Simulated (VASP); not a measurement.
Write the native input for VASP 6.6.1 that does the following.

```
Task                   : electric field gradients
Functional             : PBE
Potentials or basis    : VASP PAW PBE potentials, release 64 (Sr_sv, O)
Cutoff                 : 520 eV
k mesh                 : 8 × 8 × 8
Occupations            : fermi-dirac, width 0.02 eV
Spin                   : no spin polarisation
Dipole correction      : no
Further INCAR settings : ALGO = Normal; EDIFF = 1e-08; NBANDS = 15
```

The structure of SrO lies in POSCAR:

```
SrO
1.0
    0.0000000000      2.6202010311      2.6202010311
    2.6202010311      0.0000000000      2.6202010311
    2.6202010311      2.6202010311      0.0000000000
Sr O
1 1
Direct
    0.0000000000      0.0000000000      0.0000000000
    0.5000000000      0.5000000000      0.5000000000
```

This cell differs from its parent crystal: volume scaled by 1.06.

These files were run (other wordings do the same):

INCAR

```
PREC     = Accurate       # precision mode
ENCUT    = 520            # plane-wave cutoff, eV
EDIFF    = 1E-8           # SCF threshold, eV
ISMEAR   = -1             # smearing method
SIGMA    = 0.02           # smearing width, eV
LREAL    = False          # projectors in reciprocal space
LASPH    = True           # aspherical terms in the spheres
NELM     = 100            # most SCF steps
ALGO     = Normal         # electronic algorithm
ISIF     = 2              # what is computed and relaxed
LWAVE    = False          # write WAVECAR
LCHARG   = False          # write CHGCAR
GGA      = PE             # functional
LEFG     = True         
NBANDS   = 15             # bands
```

KPOINTS

```
Automatic mesh
0
Gamma
  8 8 8
```

Potentials or basis: VASP PAW PBE potentials, release 64 (Sr_sv, O).

Launch:

```bash
$ cat potpaw_PBE.64/Sr_sv/POTCAR potpaw_PBE.64/O/POTCAR > POTCAR
$ mpirun -np 1 vasp_std > vasp.out
```

Results of the run:

```yaml
Pressure: -1.6 GPa
Band_gap_on_the_k_mesh: 3.29 eV, indirect (least direct gap 3.41 eV)
```

Caveat: without QUAD_EFG the Cq values of the log hold for a quadrupole moment of 1 mb, not for the nuclei.

It took 9.1 s on 1 thread of Intel(R) Xeon(R) 6975P-C (Granite Rapids) (shared host), peak memory 0.16 GiB.
